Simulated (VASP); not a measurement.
Input of a VASP 6.6.1 run:

INCAR

```
  PREC = Accurate
  ENCUT = 600
  EDIFF = 1E-6
  ISMEAR = 0
  SIGMA = 0.1
  LREAL = F
  LASPH = T
  NELM = 100
  ALGO = Normal
  ISIF = 3
  LWAVE = F
  LCHARG = F
  GGA = PE
  IBRION = 2
  NSW = 90
  EDIFFG = -0.04
```

File KPOINTS:

```
Automatic mesh
0
Gamma
  6 6 6
```

POSCAR

```
As2Se
1.0
    0.0000000000      3.1723708400      3.1723708400
    3.1723708400      0.0000000000      3.1723708400
    3.1723708400      3.1723708400      0.0000000000
As Se
2 1
Direct
    0.2500000000      0.2500000000      0.2500000000
    0.7500000000      0.7500000000      0.7500000000
    0.0000000000      0.0000000000      0.0000000000
```

Potentials or basis: VASP PAW PBE potentials, release 64 (As, Se).

Command:

```bash
$ cat potpaw_PBE.64/As/POTCAR potpaw_PBE.64/Se/POTCAR > POTCAR
$ mpirun -np 1 vasp_std > vasp.out
```

(1) Predict the relaxed volume.

(2) Estimate the band gap on the k mesh.

Answers

(1) 23.33 Å³/atom.

(2) zero (band 8 reaches 6.25 eV, above the bottom of band 9 at 1.99 eV).
